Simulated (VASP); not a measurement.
# Al3Co2Ru (P-3m1) in VASP: a series of runs

Al3Co2Ru is run at these levels: PBE; tasks: single point.

Program: VASP 6.6.1. These are calculated values, not measurements. Logs are shortened: lines on timing, memory, paths and dates and some standing lists are left out, and cuts for length are marked.

## Step 1: The cell of the first run

The structure is trigonal, space group P-3m1 (No. 164). The conventional cell has a = 4.151 Å, b = 4.151 Å, c = 5.095 Å, α = 90.00°, β = 90.00°, γ = 120.00°. Within 3.3 Å of Al (site symmetry 3m) lie 5 Co at 2.49 to 2.60 Å and 3 Ru at 2.56 Å and 6 Al at 2.92 to 2.98 Å. Within 3.3 Å of Al (site symmetry -3m) lie 6 Co at 2.54 Å and 2 Ru at 2.55 Å and 6 Al at 2.92 Å. Within 3.3 Å of Co (site symmetry 3m) lie 8 Al at 2.49 to 2.60 Å and 3 Co at 2.92 Å and 3 Ru at 2.95 Å. Within 3.4 Å of Ru (site symmetry -3m) lie 8 Al at 2.55 to 2.56 Å and 6 Co at 2.95 Å.

## Step 2: Single point, PBE (12.67 Å³/atom)

File INCAR:

```
PREC     = Accurate       # precision mode
ENCUT    = 520            # plane-wave cutoff, eV
EDIFF    = 1E-6           # SCF threshold, eV
ISMEAR   = 0              # smearing method
SIGMA    = 0.1            # smearing width, eV
LREAL    = F              # projectors in reciprocal space
LASPH    = T              # aspherical terms in the spheres
NELM     = 60             # most SCF steps
ALGO     = Fast           # electronic algorithm
ISIF     = 2              # what is computed and relaxed
LWAVE    = F              # write WAVECAR
LCHARG   = F              # write CHGCAR
GGA      = PE             # functional
NBANDS   = 30             # bands
```

File KPOINTS:

```
Automatic mesh
0
Gamma
  12 12 8
```

File POSCAR:

```
Al3Co2Ru
1.0
    4.1510719595      0.0000000000      0.0000000000
   -2.0755359797      3.5949337698      0.0000000000
    0.0000000000      0.0000000000      5.0950444870
Al Co Ru
3 2 1
Direct
    0.3333333333      0.6666666667      0.3258870689
    0.6666666667      0.3333333333      0.6741129311
    0.0000000000      0.0000000000      0.0000000000
    0.3333333333      0.6666666667      0.8366864697
    0.6666666667      0.3333333333      0.1633135303
    0.0000000000      0.0000000000      0.5000000000
```

Potentials or basis: VASP PAW PBE potentials, release 64 (Al, Co, Ru_pv).

Run with:

```bash
> cat potpaw_PBE.64/Al/POTCAR potpaw_PBE.64/Co/POTCAR potpaw_PBE.64/Ru_pv/POTCAR > POTCAR
> mpirun -np 1 vasp_std > vasp.out
```

OUTCAR:

```text
PREC = Accurate
   ENCUT = 520
   EDIFF = 1E-6
   ISMEAR = 0
   LREAL = F
   LASPH = T
   NELM = 60
   ISIF = 2
   GGA = PE

 ion  position               nearest neighbor table
   1  0.333  0.667  0.326-   4 2.49   5 2.54   5 2.54   5 2.54   6 2.56   6 2.56   6 2.56   4 2.60
                             3 2.92   3 2.92   3 2.92   2 2.98   2 2.98   2 2.98
   2  0.667  0.333  0.674-   5 2.49   4 2.54   4 2.54   4 2.54   6 2.56   6 2.56   6 2.56   5 2.60
                             3 2.92   3 2.92   3 2.92   1 2.98   1 2.98   1 2.98
   3  0.000  0.000  0.000-   4 2.54   5 2.54   4 2.54   5 2.54   5 2.54   4 2.54   6 2.55   6 2.55
                             1 2.92   2 2.92   1 2.92   2 2.92   1 2.92   2 2.92
   4  0.333  0.667  0.837-   1 2.49   2 2.54   2 2.54   2 2.54   3 2.54   3 2.54   3 2.54   1 2.60
                             5 2.92   5 2.92   5 2.92   6 2.95   6 2.95   6 2.95
   5  0.667  0.333  0.163-   2 2.49   1 2.54   1 2.54   1 2.54   3 2.54   3 2.54   3 2.54   2 2.60
                             4 2.92   4 2.92   4 2.92   6 2.95   6 2.95   6 2.95
   6  0.000  0.000  0.500-   3 2.55   3 2.55   1 2.56   2 2.56   1 2.56   2 2.56   2 2.56   1 2.56
                             5 2.95   4 2.95   5 2.95   4 2.95   5 2.95   4 2.95

  LATTYP: Found a hexagonal cell.
 ALAT       =     4.1510719595
 C/A-ratio  =     1.2274045203

  Lattice vectors:

 A1 = (   4.1510719595,   0.0000000000,   0.0000000000)
 A2 = (  -2.0755359797,   3.5949337698,   0.0000000000)
 A3 = (   0.0000000000,   0.0000000000,   5.0950444870)

Analysis of symmetry for initial positions (statically):
=====================================================================
 Subroutine PRICEL returns:
 Original cell was already a primitive cell.

 Routine SETGRP: Setting up the symmetry group for a
 hexagonal supercell.

 Subroutine GETGRP returns: Found 12 space group operations
 (whereof 12 operations were pure point group operations)
 out of a pool of 24 trial point group operations.

The static configuration has the point symmetry D_3d.

Analysis of symmetry for dynamics (positions and initial velocities):
=====================================================================
 Subroutine PRICEL returns:
 Original cell was already a primitive cell.

 Routine SETGRP: Setting up the symmetry group for a
 hexagonal supercell.

 Subroutine GETGRP returns: Found 12 space group operations
 (whereof 12 operations were pure point group operations)
 out of a pool of 24 trial point group operations.

The dynamic configuration has the point symmetry D_3d.

 Subroutine INISYM returns: Found 12 space group operations
 (whereof 12 operations are pure point group operations),
 and found     1 'primitive' translations

----------------------------------------------------------------------------------------

                                     Primitive cell

  volume of cell :      76.0325

  direct lattice vectors                    reciprocal lattice vectors
     4.151071960  0.000000000  0.000000000     0.240901630  0.139084621  0.000000000
    -2.075535980  3.594933770  0.000000000     0.000000000  0.278169242  0.000000000
     0.000000000  0.000000000  5.095044487     0.000000000  0.000000000  0.196269140

  length of vectors
     4.151071960  4.151071959  5.095044487     0.278169241  0.278169242  0.196269140

  position of ions in fractional coordinates (direct lattice)
     0.333333333  0.666666667  0.325887069
     0.666666667  0.333333333  0.674112931
     0.000000000  0.000000000  0.000000000
     0.333333333  0.666666667  0.836686470
     0.666666667  0.333333333  0.163313530
     0.000000000  0.000000000  0.500000000

  ion indices of the primitive-cell ions
   primitive index   ion index
                 1           1
                 2           2
                 3           3
                 4           4
                 5           5
                 6           6

----------------------------------------------------------------------------------------

 KPOINTS: Automatic mesh

Automatic generation of k-mesh.
 Grid dimensions read from file:
 generate k-points for:   12   12    8

 Generating k-lattice:

  Cartesian coordinates                     Fractional coordinates (reciprocal lattice)
     0.020075136  0.011590385  0.000000000     0.083333333 -0.000000000  0.000000000
     0.000000000  0.023180770  0.000000000     0.000000000  0.083333333  0.000000000
     0.000000000  0.000000000  0.024533643     0.000000000  0.000000000  0.125000000

  Length of vectors
     0.023180770  0.023180770  0.024533643

  Shift w.r.t. Gamma in fractional coordinates (k-lattice)
     0.000000000  0.000000000  0.000000000

 Subroutine IBZKPT returns following result:
 ===========================================

 Found    131 irreducible k-points:

 Following reciprocal coordinates:
            Coordinates               Weight
  0.000000  0.000000  0.000000      1.000000
  0.083333  0.000000  0.000000      6.000000
  0.166667  0.000000  0.000000      6.000000
  0.250000  0.000000  0.000000      6.000000
  0.333333  0.000000  0.000000      6.000000
  0.416667  0.000000  0.000000      6.000000
[... 16 lines left out ...]
  0.166667  0.000000  0.125000      6.000000
  0.000000  0.166667  0.125000      6.000000
 [... further k-points ...]
   k-points           NKPTS =    131   k-points in BZ     NKDIM =    131   number of bands    NBANDS=     30
   number of dos      NEDOS =    301   number of ions     NIONS =      6
   total plane-waves  NPLWV =  40960
   dimension x,y,z NGX =    32 NGY =   32 NGZ =   40
   dimension x,y,z NGXF=    64 NGYF=   64 NGZF=   80
   ions per type =               3   2   1
   NGX,Y,Z   is equivalent  to a cutoff of  12.82, 12.82, 13.05 a.u.
   NGXF,Y,Z  is equivalent  to a cutoff of  25.63, 25.63, 26.10 a.u.
 SYSTEM =  unknown system
   PREC   = accura    normal or accurate (medium, high low for compatibility)
   ISTART =      0    job   : 0-new  1-cont  2-samecut
   ICHARG =      2    charge: 1-file 2-atom 10-const
   ISPIN  =      1    spin polarized calculation?
   LNONCOLLINEAR =      F non collinear calculations
   LSORBIT =      F    spin-orbit coupling
   LASPH  =      T    aspherical Exc in radial PAW
   ENCUT  =  520.0 eV  38.22 Ry    6.18 a.u.   7.72  7.72  9.47*2*pi/ulx,y,z
   NELM   =     60;   NELMIN=  2; NELMDL= -5     # of ELM steps
   EDIFF  = 0.1E-05   stopping-criterion for ELM
   LREAL  =      F    real-space projection
   EDIFFG = 0.1E-04   stopping-criterion for IOM
   NSW    =      0    number of steps for IOM
   IBRION =     -1    ionic relax: 0-MD 1-quasi-New 2-CG
   NFREE  =      0    steps in history (QN), initial steepest desc. (CG)
   ISIF   =      2    stress and relaxation
   ISYM   =      2    0-nonsym 1-usesym 2-fastsym
   POTIM  = 0.5000    time-step for ionic-motion
   TEBEG  =    0.0;   TEEND  =   0.0 temperature during run
   PSTRESS=    0.0 pullay stress
   NELECT =      41.0000    total number of electrons
   NUPDOWN=      -1.0000    fix difference up-down
   EMIN   =  10.00;   EMAX   =-10.00  energy-range for DOS
   EFERMI =   0.00;   METHOD = LEGACY
   ISMEAR =     0;   SIGMA  =   0.10  broadening in eV -4-tet -1-fermi 0-gaus
   EFERMI_NEDOS =   21; number of points for ismear=-14 and -15
   IALGO  =     68    algorithm
   IMIX   =      4    mixing-type and parameters
     AMIX     =   0.40;   BMIX     =  1.00
     AMIX_MAG =   1.60;   BMIX_MAG =  1.00
  volume/ion in A,a.u.               =      12.67        85.52
  Fermi-wavevector in a.u.,A,eV,Ry     =   1.332508  2.518074 24.158190  1.775577
  Thomas-Fermi vector in A             =   2.461437
   LORBIT       =      0    0 simple, 1 ext, 2 COOP (PROOUT), +10 PAW based schemes
   GGA     = PE    functional components
   LHFCALC =     F    Hartree Fock is set to
   AEXX    =    0.0000 exact exchange contribution
   IVDW    =     0    specifies the selected vdW correction
   LEPSILON=     F    determine dielectric tensor
   LRPA    =     F    only Hartree local field effects (RPA)
 non-spin polarized calculation
 RMM-DIIS sequential band-by-band and
 Gauss-broadening in eV      SIGMA  =   0.10
  energy-cutoff  :      520.00
  volume of cell :       76.03
 maximum number of plane-waves:      2075
 NGX is ok and might be reduce to    32
   NGX = 15   NGY = 15   NGZ = 19

 number of electron      41.0000013 magnetization

 Free energy of the ion-electron system (eV)
  ---------------------------------------------------
  ext. energy  EPLUGINS =         0.00000000
  ---------------------------------------------------
  free energy    TOTEN  =       -38.29744486 eV

  energy without entropy =      -38.28850002  energy(sigma->0) =      -38.29297244

 E-fermi :   9.9399     XC(G=0): -12.1740

 val. band max:        9.9327245972   @ k =   0.3333   0.0833   0.2500
 cond. band min:       9.9516481250   @ k =   0.0000   0.2500   0.3750
 fundamental gap:      0.0189235278
 Fermi energy:         9.9399233586

 k-point     1 :       0.0000    0.0000    0.0000
  band No.  band energies     occupation
      1     -32.0219      2.00000
      2     -32.0064      2.00000
      3     -32.0064      2.00000
      4      -0.2182      2.00000
      5       4.2901      2.00000
      6       4.9367      2.00000
[... 22 lines left out ...]
     29      15.8716      0.00000
     30      15.9168      0.00000

 k-point     2 :       0.0833    0.0000    0.0000
  band No.  band energies     occupation
      1     -32.0219      2.00000
      2     -32.0069      2.00000
      3     -32.0065      2.00000
      4      -0.1326      2.00000
      5       4.3417      2.00000
      6       4.9392      2.00000
[... 22 lines left out ...]
     29      15.8601      0.00000
     30      16.1148      0.00000

 k-point     3 :       0.1667    0.0000    0.0000
  band No.  band energies     occupation
      1     -32.0217      2.00000
      2     -32.0082      2.00000
      3     -32.0068      2.00000
      4       0.1222      2.00000
      5       4.4778      2.00000
      6       4.9213      2.00000
[... 682 lines left out ...]
     29      15.7506      0.00000
     30      16.3579      0.00000

 k-point    24 :       0.0000    0.1667    0.1250
  band No.  band energies     occupation
      1     -32.0218      2.00000
      2     -32.0082      2.00000
      3     -32.0068      2.00000
      4       0.2173      2.00000
      5       3.9611      2.00000
      6       5.1861      2.00000
[... 22 lines left out ...]
     29      16.4527      0.00000
     30      16.6711      0.00000

 [... further k-points ...]

------------------------ aborting loop because EDIFF is reached ----------------------------------------

  FORCE on cell =-STRESS in cart. coord.  units (eV):
  Direction    XX          YY          ZZ          XY          YZ          ZX
  --------------------------------------------------------------------------------------
  -------------------------------------------------------------------------------------
  Total       -2.4502083     -2.4502083     -2.4519436     -0.0000000      0.0000000      0.0000000
  in kB      -51.6314661    -51.6314661    -51.6680325     -0.0000000      0.0000000      0.0000000
  external PRESSURE =     -51.6436549 kB  Pullay stress =       0.0000000 kB

 VOLUME and BASIS-vectors are now :
 -----------------------------------------------------------------------------
  energy-cutoff  :      520.00
  volume of cell :       76.03
      direct lattice vectors                 reciprocal lattice vectors
     4.151071960  0.000000000  0.000000000     0.240901630  0.139084621  0.000000000
    -2.075535980  3.594933770  0.000000000     0.000000000  0.278169242  0.000000000
     0.000000000  0.000000000  5.095044487     0.000000000  0.000000000  0.196269140

 POSITION                                       TOTAL-FORCE (eV/Angst)
 -----------------------------------------------------------------------------------
     -0.00000      2.39662      1.66041        -0.000000      0.000000     -0.000450
      2.07554      1.19831      3.43464        -0.000000     -0.000000      0.000450
      0.00000      0.00000      0.00000        -0.000000      0.000000      0.000000
     -0.00000      2.39662      4.26295         0.000000     -0.000000     -0.005895
      2.07554      1.19831      0.83209         0.000000      0.000000      0.005895
      0.00000      0.00000      2.54752        -0.000000      0.000000      0.000000
 -----------------------------------------------------------------------------------
    total drift:                                0.000000      0.000000     -0.000000

  FREE ENERGIE OF THE ION-ELECTRON SYSTEM (eV)
  ---------------------------------------------------
  free  energy   TOTEN  =       -38.2974448599 eV

  energy  without entropy=      -38.2885000187  energy(sigma->0) =      -38.29297244
```

It took 3.7 min on 1 thread of Intel Xeon Platinum 8559C (Emerald Rapids), shared host; peak memory 0.4 GiB.

Results:

```yaml
Free_energy: -38.2974 eV
Pressure: -5.2 GPa
Largest_force: 0.006 eV/Å
Band_gap_on_the_k_mesh: zero (an odd number of electrons rules out a gap without spin polarisation)
```

Forces in eV/Å, atoms in the order of the input:
```
Al   0.000  0.000  0.000
Al   0.000  0.000  0.000
Al   0.000  0.000  0.000
Co   0.000  0.000 -0.006
Co   0.000  0.000  0.006
Ru   0.000  0.000  0.000
```

Caveat: the cell stands under tension; the run has no spin polarisation, though such a crystal can be magnetic. Spin polarisation is off, so any magnetic state and its effect on volume and gap are missing.

## Step 3: Single point, PBE (13.04 Å³/atom)

This run uses another cell than the first one, of 13.04 Å³/atom.

Changes to INCAR since step 2:

```diff
@@ -7,3 +7,3 @@
 LASPH    = T              # aspherical terms in the spheres
-NELM     = 60             # most SCF steps
+NELM     = 100            # most SCF steps
 ALGO     = Fast           # electronic algorithm
```

File KPOINTS:

```
regular mesh
0
Gamma
  12 12 8
```

File POSCAR:

```
Al3Co2Ru
1.0
    4.1911901108      0.0000000000      0.0000000000
   -2.0955950554      3.6296771081      0.0000000000
    0.0000000000      0.0000000000      5.1435435757
Al Co Ru
3 2 1
Direct
    0.3333333333      0.6666666667      0.3261535330
    0.6666666667      0.3333333333      0.6738464670
    0.0000000000      0.0000000000      0.0000000000
    0.3333333333      0.6666666667      0.8367227614
    0.6666666667      0.3333333333      0.1632772386
    0.0000000000      0.0000000000      0.5000000000
```

Potentials or basis: VASP PAW PBE potentials, release 64 (Al, Co, Ru_pv).

Run with:

```bash
> cat potpaw_PBE.64/Al/POTCAR potpaw_PBE.64/Co/POTCAR potpaw_PBE.64/Ru_pv/POTCAR > POTCAR
> mpirun -np 1 vasp_std > vasp.out
```

Wall time 4.8 min (1 thread of Intel Xeon Platinum 8559C (Emerald Rapids), shared host); peak memory 0.41 GiB.

Results (log left out):

| Quantity | Value |
| --- | --- |
| Free energy | -38.1944 eV |
| Pressure | -9.6 GPa |
| Largest force | 0.010 eV/Å |
| Band gap on the k mesh | zero (an odd number of electrons rules out a gap without spin polarisation) |

Forces on the atoms (eV/Å):
```
Al   0.000  0.000  0.010
Al   0.000  0.000 -0.010
Al   0.000  0.000  0.000
Co   0.000  0.000 -0.010
Co   0.000  0.000  0.010
Ru   0.000  0.000  0.000
```

Levels at points of the mesh, in eV from the Fermi level:
```tsv
k point	band 18	band 19	band 20	band 21	band 22	band 23	band 24	band 25
(0.00, 0.00, 0.00)	-0.70	-0.33	-0.33	-0.30	3.08	3.08	3.76	3.76
(0.50, 0.00, 0.00)	-0.98	-0.97	-0.77	-0.74	0.38	1.33	2.10	3.54
(0.00, 0.00, 0.50)	-0.82	0.39	0.39	2.83	2.83	3.03	3.09	4.14
(0.50, 0.00, 0.50)	-0.89	-0.87	-0.78	-0.21	0.86	1.64	2.32	3.08
```

Caveat: the cell stands under tension; the run has no spin polarisation, though such a crystal can be magnetic. Spin polarisation is off, so any magnetic state and its effect on volume and gap are missing.

## Step 4: Single point, PBE, collinear spin, ferromagnetic start

This run uses another cell than the first one, of 12.31 Å³/atom.

File INCAR:

```
SYSTEM = Al3Co2Ru
ALGO = Fast ; EDIFF = 1E-6
ENCUT = 520 ; GGA = PE
ISIF = 2 ; ISMEAR = 0
ISPIN = 2 ; LASPH = .TRUE.
LCHARG = .FALSE. ; LMAXMIX = 4
LORBIT = 11 ; LREAL = .FALSE.
LWAVE = .FALSE. ; MAGMOM = 0 0 0 3 3 0
NBANDS = 34 ; NELM = 150
PREC = Accurate ; SIGMA = 0.1
```

File KPOINTS:

```
k-points
0
G
  6 6 4
  0 0 0
```

File POSCAR:

```
Al3Co2Ru
1.0
    4.1066315343      0.0000000000      0.0000000000
   -2.0533157671      3.5564472327      0.0000000000
    0.0000000000      0.0000000000      5.0562835964
Al Co Ru
3 2 1
Direct
    0.3333333333      0.6666666667      0.3255764201
    0.6666666667      0.3333333333      0.6744235799
    0.0000000000      0.0000000000      0.0000000000
    0.3333333333      0.6666666667      0.8369288681
    0.6666666667      0.3333333333      0.1630711319
    0.0000000000      0.0000000000      0.5000000000
```

Run with:

```bash
> cat potpaw_PBE.64/Al/POTCAR potpaw_PBE.64/Co/POTCAR potpaw_PBE.64/Ru_pv/POTCAR > POTCAR
> mpirun -np 1 vasp_std > vasp.out
```

Run time: 2 min. Hardware: 1 thread of Intel Xeon Platinum 8559C (Emerald Rapids), shared host; peak memory 0.28 GiB.

Results (log left out):

```yaml
Free_energy: -38.3185 eV
Pressure: -0.1 GPa
Largest_force: 0.010 eV/Å
Net_moment: 0.00 μB per cell
Valence_electrons_inside_the_program's_atomic_spheres: Al 0.81; Co 8.37; Ru 12.91
```

Forces in eV/Å, atoms in the order of the input:
```
Al   0.000  0.000 -0.003
Al   0.000  0.000  0.003
Al   0.000  0.000  0.000
Co   0.000  0.000 -0.010
Co   0.000  0.000  0.010
Ru   0.000  0.000  0.000
```

Levels at points of the mesh, in eV from the Fermi level:
Spin up:
```csv
k point,band 19,band 20,band 21,band 22,band 23,band 24
"(0.00, 0.00, 0.00)",-0.33,-0.33,-0.27,3.30,3.30,3.99
"(0.50, 0.00, 0.00)",-1.02,-0.80,-0.77,0.45,1.49,2.31
"(0.00, 0.00, 0.50)",0.47,0.47,2.93,2.93,3.09,3.59
"(0.50, 0.00, 0.50)",-0.92,-0.83,-0.19,0.99,1.80,2.51
```
Spin down:
| k point | band 19 | band 20 | band 21 | band 22 | band 23 | band 24 |
| --- | --- | --- | --- | --- | --- | --- |
| (0.00, 0.00, 0.00) | -0.33 | -0.33 | -0.27 | 3.30 | 3.30 | 3.99 |
| (0.50, 0.00, 0.00) | -1.02 | -0.80 | -0.77 | 0.45 | 1.49 | 2.31 |
| (0.00, 0.00, 0.50) | 0.47 | 0.47 | 2.92 | 2.92 | 3.09 | 3.59 |
| (0.50, 0.00, 0.50) | -0.92 | -0.83 | -0.19 | 0.99 | 1.80 | 2.51 |
